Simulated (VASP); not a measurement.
The system is Ge4P.

```
Ge P
1.0
     0.00000    3.61317    3.61317
     3.61317    0.00000    3.61317
     3.61317    3.61317    0.00000
Ge P
4 1
Direct
  0.88045 0.88045 0.88045
  0.88045 0.88045 0.35866
  0.88045 0.35866 0.88045
  0.35866 0.88045 0.88045
  0.25000 0.25000 0.25000
```

The cell was generated, and may not be a known phase.

* Program: VASP 6.6.1
* Task: relaxation of cell and atoms
* Functional: PBE
* Potentials or basis: VASP PAW PBE potentials, release 64 (Ge_d, P)
* Cutoff: 600 eV
* k mesh: 4 × 4 × 4
* Occupations: gaussian, width 0.1 eV
* Spin: no spin polarisation

At the start: pressure 17.1 GPa; volume 18.87 Å³/atom.

Q: Where does the relaxation end?

A: Over 5 steps the energy falls by 236.9 meV/atom and the volume is 22.63 Å³/atom (+20.0 %); space group F-43m (No. 216, to 0.1 Å) before and after.

The path:
| step | energy change (eV) | largest force (eV/Å) | pressure (GPa) | volume (Å³) |
| --- | --- | --- | --- | --- |
| 1 | 0.0000 | 2.8683 | 17.14 | 94.34 |
| 2 | -0.8877 | 0.9612 | -3.73 | 124.68 |
| 3 | -1.1731 | 0.2756 | 0.72 | 111.82 |
| 4 | -1.1729 | 0.2456 | 0.91 | 111.45 |
| 5 | -1.1845 | 0.0306 | 0.07 | 113.16 |

Final structure:
```yaml
crystal:
  lattice:
    - [0.00000, 3.83904, 3.83904]
    - [3.83904, 0.00000, 3.83904]
    - [3.83904, 3.83904, 0.00000]
  atoms:
    - { symbol: Ge, position: [0.87444, 0.87444, 0.87444] }
    - { symbol: Ge, position: [0.87444, 0.87444, 0.37669] }
    - { symbol: Ge, position: [0.87444, 0.37669, 0.87444] }
    - { symbol: Ge, position: [0.37669, 0.87444, 0.87444] }
    - { symbol: P, position: [0.25000, 0.25000, 0.25000] }
```

Caveat: the k points lie up to 0.35 Å⁻¹ apart in the final cell, too coarse for converged energies and pressures of a metal; the volume moved by over 15 % at a fixed basis, so the end points are rough.
